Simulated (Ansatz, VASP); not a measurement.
# SiC: VASP beside Ansatz

The input INCAR:

```
PREC = Accurate
ENCUT = 520
EDIFF = 1E-6
ISMEAR = -1
SIGMA = 0.08
LREAL = F
LASPH = T
NELM = 80
ALGO = Normal
ISIF = 2
LWAVE = F
LCHARG = F
GGA = PE
NBANDS = 16
```

File KPOINTS:

```
Automatic mesh
0
Gamma
  15 15 8
```

File POSCAR:

```
SiC
1.0
    3.0759982064      0.0000000000      0.0000000000
   -1.5379991032      2.6638925888      0.0000000000
    0.0000000000      0.0000000000      5.0480000000
Si C
2 2
Direct
    0.3333333333      0.6666666667      0.0000000000
    0.6666666667      0.3333333333      0.5000000000
    0.3333333333      0.6666666667      0.3850000000
    0.6666666667      0.3333333333      0.8850000000
```

Input for Ansatz:

```yaml
crystal:
  lattice:
    - [3.0759982064, 0.0, 0.0]
    - [-1.5379991032, 2.6638925888, 0.0]
    - [0.0, 0.0, 5.048]
  atoms:
    - { symbol: Si, position: [0.3333333333, 0.6666666667, 0.0] }
    - { symbol: Si, position: [0.6666666667, 0.3333333333, 0.5] }
    - { symbol: C, position: [0.3333333333, 0.6666666667, 0.385] }
    - { symbol: C, position: [0.6666666667, 0.3333333333, 0.885] }
kpoints:
  mp_grid: { grid: [15, 15, 8] }
  band_path:
    path:
      - [0.0, 0.0, 0.0]
      - [0.5, 0.0, 0.0]
      - [0.3333333333, 0.3333333333, 0.0]
      - [0.0, 0.0, 0.0]
      - [0.0, 0.0, 0.5]
      - [0.5, 0.0, 0.5]
      - [0.3333333333, 0.3333333333, 0.5]
      - [0.0, 0.0, 0.5]
      - [0.5, 0.0, 0.5]
    npoints: 14
scf:
  occupations: { method: fermi_dirac, width: 0.08 }
hamiltonian:
  xc: pbe
  pseudopotentials: { kind: all_electron, lapw: { basis_error: 0.001 } }
output:
  forces: true
  stress: true
  eigenvalues: true
  populations: true
  dos: { projected: true, de: 0.2, e_range: [-14, 8] }
```

Alike in both runs: task single point; functional PBE; k mesh 15 × 15 × 8; occupations fermi-dirac, width 0.08 eV; no spin polarisation.

|  | VASP | Ansatz |
| --- | --- | --- |
| version | VASP 6.6.1 | Ansatz 0.2.0 |
| potentials or method | VASP PAW PBE potentials, release 64 (Si, C), cutoff 520 eV | all-electron LAPW, scalar-relativistic |

```tsv
	VASP	Ansatz	Ansatz less VASP
pressure (GPa)	3.6	3.7	+0.07
traceless stress, the component that is largest in VASP (GPa)	-3.22	-3.22	+0.005
rms of the force components (eV/Å)	0.435	0.434	-0.0003
```

Atom by atom the forces differ by 0.000 eV/Å (rms over components). Ansatz ran all-electron here, and VASP with PAW potentials.
